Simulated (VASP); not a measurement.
TePb: single point with r2SCAN

TePb:

```xyz
2
Lattice="0.0000 3.3077 3.2270 3.3077 0.0000 3.2270 3.3077 3.3077 0.0000" Properties=species:S:1:pos:R:3 pbc="T T T"
Te    3.3077    3.3077    3.2270
Pb    0.0000    0.0000    0.0000
```

This cell differs from its parent crystal: strain +0.025 along x and y, +0.000 along z.

```json
{
  "Program": "VASP 6.6.1",
  "Task": "single point",
  "Functional": "r2SCAN",
  "Potentials or basis": "VASP PAW PBE potentials, release 64 (Te, Pb_d)",
  "Cutoff": "520 eV",
  "k mesh": "8 × 8 × 8",
  "Occupations": "gaussian, width 0.05 eV",
  "Spin": "no spin polarisation"
}
```

The pressure is -0.4 GPa and the band gap on the k mesh is 1.08 eV, direct.

Stress tensor (GPa, compression positive):
```
-1.31  0.00  0.00
 0.00 -1.31  0.00
 0.00  0.00  1.34
```

Levels at points of the mesh, in eV from the valence-band top:
```
           k point  band 8  band 9  band 10  band 11  band 12  band 13
(0.00, 0.00, 0.00)   -1.49   -1.24    -1.24     4.10     4.10     4.67
(0.50, 0.00, 0.00)   -0.91   -0.85     0.00     1.08     1.48     1.59
(0.50, 0.50, 0.00)   -4.37   -2.74    -2.74     3.72     5.58     5.58
(0.50, 0.00, 0.50)   -4.32   -2.83    -2.56     3.80     5.38     6.00
```

Run time: 110 s on 1 thread of Intel(R) Xeon(R) 6975P-C (Granite Rapids) (shared host), peak memory 0.26 GiB.

Caveat: the cell differs from its parent crystal (strain +0.025 along x and y, +0.000 along z); the PAW data sets were made with another functional, which shifts forces and pressure a little; spin-orbit coupling is left out, which moves the levels of the heavy elements. A k mesh can miss the band edges.
